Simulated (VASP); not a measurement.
A run of VASP 6.6.1:

Contents of INCAR:

```
ALGO = Normal
EDIFF = 1E-6
ENCUT = 520
GGA = PE
ISIF = 2
ISMEAR = 0
LASPH = True
LCHARG = True
LELF = True
LREAL = False
LVHAR = True
LWAVE = False
NBANDS = 56
NELM = 60
PREC = Accurate
SIGMA = 0.2
```

File KPOINTS:

```
k-points
0
Gamma
  6 4 2
```

POSCAR

```
AlIn2Sb3
1.0
    2.2958287133     -3.9764919769      0.0000000000
   -6.8874861399     -3.9764919769      0.0000000000
    0.0000000000      0.0000000000    -11.2654252000
Al In Sb
2 4 6
Direct
    0.5000000000      0.8333333333      0.3329600000
    1.0000000000      0.3333333333      0.3329600000
    0.0000000000      0.0000000000      0.0058890000
    0.5000000000      0.5000000000      0.0058890000
    1.0000000000      0.6666666667      0.6620990000
    0.5000000000      0.1666666667      0.6620990000
    0.0000000000      0.0000000000      0.2611570000
    0.5000000000      0.5000000000      0.2611570000
    0.5000000000      0.8333333333      0.5720350000
    1.0000000000      0.3333333333      0.5720350000
    1.0000000000      0.6666666667      0.9158600000
    0.5000000000      0.1666666667      0.9158600000
```

Potentials or basis: VASP PAW PBE potentials, release 64 (Al, In_d, Sb).

The run is started by

```bash
$ cat potpaw_PBE.64/Al/POTCAR potpaw_PBE.64/In_d/POTCAR potpaw_PBE.64/Sb/POTCAR > POTCAR
$ mpirun -np 1 vasp_std > vasp.out
```

Hardware: 1 thread of Intel(R) Xeon(R) 6975P-C (Granite Rapids) (shared host).

Task: How long does it take, and how much memory?

Result: It took 5.1 min on 1 thread of Intel(R) Xeon(R) 6975P-C (Granite Rapids) (shared host), peak memory 0.72 GiB. Counts: scf iterations 15, k points 24.
